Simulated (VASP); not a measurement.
The system is PbF2.

```xyz
3
Lattice="0.0000 3.0003 3.0003 3.0003 0.0000 3.0003 3.0003 3.0003 0.0000" Properties=species:S:1:pos:R:3 pbc="T T T"
Pb    0.0000    0.0000    0.0000
F     1.5002    1.5002    1.5002
F     4.5005    4.5005    4.5005
```

* Program: VASP 6.6.1
* Task: relaxation of cell and atoms
* Functional: PBEsol
* Potentials or basis: VASP PAW PBE potentials, release 64 (Pb_d, F)
* Cutoff: 600 eV
* k mesh: 6 × 6 × 6
* Occupations: fermi-dirac, width 0.02 eV
* Spin: no spin polarisation

At the start: pressure -3.7 GPa; volume 18.01 Å³/atom.

Question: Where does the relaxation end?

Answer: Over 3 steps the energy falls by 11.7 meV/atom and the volume is 17.04 Å³/atom (-5.3 %); space group Fm-3m (No. 225, to 0.05 Å).

Step by step:
```tsv
step	energy change (eV)	largest force (eV/Å)	pressure (GPa)	volume (Å³)
1	0.0000	0.0000	-3.68	54.02
2	-0.0346	0.0000	0.44	50.85
3	-0.0350	0.0000	0.01	51.13
```

Final structure:
```xyz
3
Lattice="0.0000 2.9459 2.9459 2.9459 0.0000 2.9459 2.9459 2.9459 0.0000" Properties=species:S:1:pos:R:3 pbc="T T T"
Pb    0.0000    0.0000    0.0000
F     1.4729    1.4729    1.4729
F     4.4188    4.4188    4.4188
```

Caveat: the PAW data sets were made with another functional, which shifts forces and pressure a little.
